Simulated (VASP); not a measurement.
# Dy3Br (Cmmm) in VASP: further runs, part 2 of 2

VASP 6.6.1. The steps go on from the part before.

## 4. Relaxation of cell and atoms, PBE

File INCAR:

```
  PREC = Accurate
  ENCUT = 500
  EDIFF = 1E-7
  ISMEAR = 0
  SIGMA = 0.1
  LREAL = False
  LASPH = True
  NELM = 200
  ALGO = Normal
  ISIF = 3
  LWAVE = False
  LCHARG = False
  GGA = PE
  IBRION = 2
  NSW = 90
  EDIFFG = -0.04
  GGA_COMPAT = False
  NELMIN = 4
  LMAXMIX = 6
```

File KPOINTS:

```
Automatic mesh
0
Gamma
  6 6 2
```

File POSCAR:

```
Dy3Br
1.0
    1.9144766100     -2.6810903000      0.0000000000
    1.9144766100      2.6810903000      0.0000000000
    0.0000000000      0.0000000000     10.9568589600
Dy Br
3 1
Direct
    0.5000000000      0.5000000000      0.7467060100
    0.0000000000      0.0000000000      0.5000000000
    0.5000000000      0.5000000000      0.2532939900
    0.0000000000      0.0000000000      0.0000000000
```

Command:

```console
> cat potpaw_PBE.64/Dy_3/POTCAR potpaw_PBE.64/Br/POTCAR > POTCAR
> mpirun -np 1 vasp_std > vasp.out
```

It took 5.5 min on 1 thread of Intel Xeon Platinum 8488C (Sapphire Rapids), shared host; peak memory 0.25 GiB.

It converged, with:

```
Free energy                           : -16.9030 eV
Relaxed volume                        : 29.67 Å³/atom
Relaxed cell                          : a = 3.553 Å, b = 3.553 Å, c = 10.362 Å, α = 90.00°, β = 90.00°, γ = 114.84°
Space group after relaxing (to 0.1 Å) : Cmmm (No. 65)
Energy gained by relaxing             : 194.3 meV/atom
Ionic steps                           : 14
Pressure after relaxing               : 0.0 GPa
Largest force after relaxing          : 0.034 eV/Å
Band gap on the k mesh                : zero (bands 17 and 18 overlap by 1.35 eV)
```

Forces on the atoms (eV/Å):
```
Dy   0.000  0.000  0.034
Dy   0.000  0.000  0.000
Dy   0.000  0.000 -0.034
Br   0.000  0.000  0.000
```

Step by step:
```csv
step,energy change (eV),largest force (eV/Å),pressure (GPa),volume (Å³)
1,0.0000,1.0808,3.80,112.48
2,-0.6113,0.6577,-0.73,123.17
3,-0.6372,0.5537,-1.63,126.21
4,-0.6371,0.5647,-1.54,125.87
5,-0.7023,0.5084,-0.31,121.17
6,-0.7125,0.4590,0.56,118.37
7,-0.7489,0.2513,0.44,118.16
8,-0.7662,0.0141,0.31,117.88
9,-0.7714,0.0031,-0.20,119.32
10,-0.7716,0.0001,-0.33,119.70
11,-0.7756,0.0278,-0.14,119.09
12,-0.7767,0.0503,0.02,118.60
13,-0.7767,0.0527,0.04,118.55
14,-0.7771,0.0345,-0.01,118.68
```

Final structure:
```
Dy Br
1.0
     1.91293   -2.99374    0.00000
     1.91293    2.99374    0.00000
     0.00000    0.00000   10.36182
Dy Br
3 1
Direct
  0.50000 0.50000 0.76734
  0.00000 0.00000 0.50000
  0.50000 0.50000 0.23266
  0.00000 0.00000 0.00000
```

Levels at points of the mesh, in eV from the Fermi level:
| k point | band 13 | band 14 | band 15 | band 16 | band 17 | band 18 | band 19 | band 20 | band 21 |
| --- | --- | --- | --- | --- | --- | --- | --- | --- | --- |
| (0.00, 0.00, 0.00) | -4.27 | -3.37 | -2.48 | -2.24 | 0.59 | 0.86 | 0.99 | 1.11 | 1.18 |
| (0.50, 0.00, 0.00) | -4.28 | -2.07 | -1.93 | -1.11 | -0.22 | 0.09 | 0.42 | 0.72 | 1.04 |
| (0.50, 0.50, 0.00) | -5.22 | -1.96 | -1.55 | -1.46 | -0.31 | -0.27 | 0.38 | 0.58 | 1.40 |
| (0.00, 0.00, 0.50) | -4.08 | -3.42 | -3.37 | -1.83 | 0.43 | 0.65 | 0.89 | 1.18 | 1.74 |
| (0.50, 0.00, 0.50) | -4.28 | -1.87 | -1.74 | -1.58 | 0.07 | 0.10 | 0.13 | 0.41 | 1.35 |
| (0.50, 0.50, 0.50) | -5.23 | -1.64 | -1.31 | -1.30 | -0.89 | -0.75 | 0.78 | 0.84 | 1.03 |

Caveat: spin-orbit coupling is left out, which moves the levels of the heavy elements; the 4f electrons are frozen in the core, so they carry no moment and show no levels; the run has no spin polarisation, though such a crystal can be magnetic.

## 5. Single point, PBE

This run uses another cell than the first one, of 29.54 Å³/atom.

File INCAR:

```
  PREC = Accurate
  ENCUT = 500
  EDIFF = 1E-6
  ISMEAR = 0
  SIGMA = 0.1
  LREAL = F
  LASPH = T
  NELM = 200
  ALGO = Normal
  ISIF = 2
  LWAVE = F
  LCHARG = T
  GGA = PE
  LELF = T
  LVHAR = T
  NBANDS = 25
  GGA_COMPAT = F
  LMAXMIX = 6
```

File KPOINTS:

```
Automatic mesh
0
Gamma
  14 14 6
```

File POSCAR:

```
Dy3Br
1.0
    1.9142430318     -2.9848591092      0.0000000000
    1.9142430318      2.9848591092      0.0000000000
    0.0000000000      0.0000000000     10.3412907887
Dy Br
3 1
Direct
    0.5000000000      0.5000000000      0.7669051109
    0.0000000000      0.0000000000      0.5000000000
    0.5000000000      0.5000000000      0.2330948891
    0.0000000000      0.0000000000      0.0000000000
```

Potentials or basis: VASP PAW PBE potentials, release 64 (Dy_3, Br), 4f in core.

Command:

```console
> cat potpaw_PBE.64/Dy_3/POTCAR potpaw_PBE.64/Br/POTCAR > POTCAR
> mpirun -np 1 vasp_std > vasp.out
```

OUTCAR:

```text
PREC = Accurate
   ENCUT = 500
   EDIFF = 1E-6
   ISMEAR = 0
   LREAL = F
   LASPH = T
   NELM = 200
   ISIF = 2
   GGA = PE

 ion  position               nearest neighbor table
   1  0.500  0.500  0.767-   4 3.08   4 3.08   2 3.36   2 3.36
   2  0.000  0.000  0.500-   1 3.36   3 3.36   1 3.36   3 3.36
   3  0.500  0.500  0.233-   4 3.08   4 3.08   2 3.36   2 3.36
   4  0.000  0.000  0.000-   1 3.08   3 3.08   1 3.08   3 3.08

  LATTYP: Found a base centered orthorhombic cell.
[... 873 lines left out ...]
  Direction    XX          YY          ZZ          XY          YZ          ZX
  --------------------------------------------------------------------------------------
  -------------------------------------------------------------------------------------
  Total        0.1838456      0.1905575      0.0978187      0.0000000      0.0000000      0.0000000
  in kB        2.4925178      2.5835150      1.3261939      0.0000000      0.0000000      0.0000000
  external PRESSURE =       2.1340756 kB  Pullay stress =       0.0000000 kB

 VOLUME and BASIS-vectors are now :
 -----------------------------------------------------------------------------
  energy-cutoff  :      500.00
  volume of cell :      118.18
      direct lattice vectors                 reciprocal lattice vectors
     1.914243032 -2.984859109  0.000000000     0.261199854 -0.167512094  0.000000000
     1.914243032  2.984859109  0.000000000     0.261199854  0.167512094  0.000000000
     0.000000000  0.000000000 10.341290789     0.000000000  0.000000000  0.096699727

 POSITION                                       TOTAL-FORCE (eV/Angst)
 -----------------------------------------------------------------------------------
      1.91424      0.00000      7.93079        -0.000000      0.000000      0.027152
      0.00000      0.00000      5.17065         0.000000     -0.000000      0.000000
      1.91424      0.00000      2.41050        -0.000000      0.000000     -0.027152
      0.00000      0.00000      0.00000         0.000000      0.000000      0.000000
 -----------------------------------------------------------------------------------
    total drift:                                0.000000      0.000000      0.000000

  FREE ENERGIE OF THE ION-ELECTRON SYSTEM (eV)
  ---------------------------------------------------
  free  energy   TOTEN  =       -16.8993484534 eV

  energy  without entropy=      -16.8715241882  energy(sigma->0) =      -16.88543632
```

OSZICAR:

```text
N       E                     dE             d eps       ncg     rms          rms(c)
DAV:   1     0.166426693840E+03    0.16643E+03   -0.14940E+04 11400   0.119E+03
DAV:   2     0.162489905444E+01   -0.16480E+03   -0.15924E+03 11426   0.371E+02
DAV:   3    -0.169540325711E+02   -0.18579E+02   -0.17113E+02 17371   0.629E+01
DAV:   4    -0.178826471777E+02   -0.92861E+00   -0.91281E+00 15234   0.129E+01
DAV:   5    -0.179160392482E+02   -0.33392E-01   -0.33351E-01 15975   0.270E+00    0.335E+01
DAV:   6    -0.172786729837E+02    0.63737E+00   -0.66835E+00 17392   0.119E+01    0.160E+01
DAV:   7    -0.171960765692E+02    0.82596E-01   -0.44243E+00 16327   0.608E+00    0.102E+01
DAV:   8    -0.168968387432E+02    0.29924E+00   -0.15232E+00 18054   0.603E+00    0.112E+00
DAV:   9    -0.169011849846E+02   -0.43462E-02   -0.90830E-02 14647   0.158E+00    0.995E-01
DAV:  10    -0.169005682043E+02    0.61678E-03   -0.24853E-02 16470   0.983E-01    0.509E-01
DAV:  11    -0.168993418828E+02    0.12263E-02   -0.51414E-03 16376   0.380E-01    0.187E-01
DAV:  12    -0.168993608969E+02   -0.19014E-04   -0.47377E-04 15189   0.133E-01    0.746E-02
DAV:  13    -0.168993526642E+02    0.82327E-05   -0.55824E-05 17063   0.407E-02    0.269E-02
DAV:  14    -0.168993482878E+02    0.43764E-05   -0.17282E-05 17749   0.224E-02    0.618E-03
DAV:  15    -0.168993484534E+02   -0.16561E-06   -0.18085E-06 10210   0.772E-03
   1 F= -.16899348E+02 E0= -.16885436E+02  d E =-.278243E-01
```

Run time: 9.6 min. Hardware: 1 thread of Intel Xeon Platinum 8488C (Sapphire Rapids), shared host; peak memory 0.65 GiB.

What came out:

```yaml
Free_energy: -16.8993 eV
Pressure: 0.2 GPa
Largest_force: 0.027 eV/Å
Band_gap_on_the_k_mesh: zero (bands 17 and 18 overlap by 1.45 eV)
```

Forces on the atoms (eV/Å):
```
Dy   0.000  0.000  0.027
Dy   0.000  0.000  0.000
Dy   0.000  0.000 -0.027
Br   0.000  0.000  0.000
```

Caveat: spin-orbit coupling is left out, which moves the levels of the heavy elements; the 4f electrons are frozen in the core, so they carry no moment and show no levels; the run has no spin polarisation, though such a crystal can be magnetic. Spin polarisation is off, so any magnetic state and its effect on volume and gap are missing.

## 6. Overview

```csv
task,cell,k mesh,gap on the mesh (eV),pressure (GPa),largest force (eV/Å)
single point,"a = 3.294, b = 3.294, c = 10.957 Å, angles 90.0, 90.0, 108.9°, 4 atoms, atomic positions A",6 × 6 × 2,none,3.8,1.08
single point,"a = 3.544, b = 3.544, c = 10.353 Å, angles 90.0, 90.0, 114.6°, 4 atoms, atomic positions B",6 × 6 × 2,none,0.1,0.03
relaxation of cell and atoms,"relaxed from a = 3.294, b = 3.294, c = 10.957 Å, angles 90.0, 90.0, 108.9°, 4 atoms, atomic positions A",6 × 6 × 2,none,0.0,0.03
single point,"a = 3.546, b = 3.546, c = 10.341 Å, angles 90.0, 90.0, 114.7°, 4 atoms, atomic positions B",14 × 14 × 6,none,0.2,0.03
```

Alike in all rows: level PBE; potentials or basis VASP PAW PBE potentials, release 64 (Dy_3, Br), 4f in core; no spin polarisation; cutoff (eV) 500; smearing gaussian 0.1 eV.

Caveats: spin-orbit coupling is left out, which moves the levels of the heavy elements; the 4f electrons are frozen in the core, so they carry no moment and show no levels; the run has no spin polarisation, though such a crystal can be magnetic; the cell stands under pressure (at least some runs); forces of over 1 eV/Å act on the atoms, so gaps and moduli don't describe the material at rest (at least some runs).

Absolute energies hang on the potentials; compare differences alone.
